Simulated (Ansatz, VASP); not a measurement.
# Y4Sn3N4: VASP beside Ansatz

```
Y Sn N
1.0
     6.58023    0.00000    0.00000
     0.00000    6.58023    0.00000
     0.00000    0.00000    6.58023
Y Sn N
4 3 4
Direct
  0.32578 0.32578 0.32578
  0.32578 0.67422 0.67422
  0.67422 0.32578 0.67422
  0.67422 0.67422 0.32578
  0.00000 0.00000 0.50000
  0.50000 0.00000 0.00000
  0.00000 0.50000 0.00000
  0.33805 0.33805 0.66195
  0.66195 0.66195 0.66195
  0.33805 0.66195 0.33805
  0.66195 0.33805 0.33805
```

Alike in both runs: functional PBE; k mesh 6 × 6 × 6; occupations gaussian, width 0.1 eV; no spin polarisation.

Ansatz relaxed the structure, and its values are those at the end. VASP's run is a single point on that final structure, the one shown.

```csv
,VASP,Ansatz
version,VASP 6.6.1,Ansatz 0.2.0
potentials or method,"VASP PAW PBE potentials, release 64 (Y_sv, Sn_d, N), cutoff 520 eV","scalar-relativistic, plane waves, PAW"
valence electrons in the cell,106,106
```

Ansatz gave:

- gap on the k mesh at the Fermi level (eV): none
- pressure (GPa): 0.0
- rms of the force components (eV/Å): 0.005

**Question.** Which values does VASP return?

**Answer.** gap on the k mesh at the Fermi level (eV): none; pressure (GPa): -0.1; rms of the force components (eV/Å): 0.004.

A gap of «none» marks a metal or a gap that the smearing closes. The functional is the same, so the differences come from potentials, cutoffs and numerics.
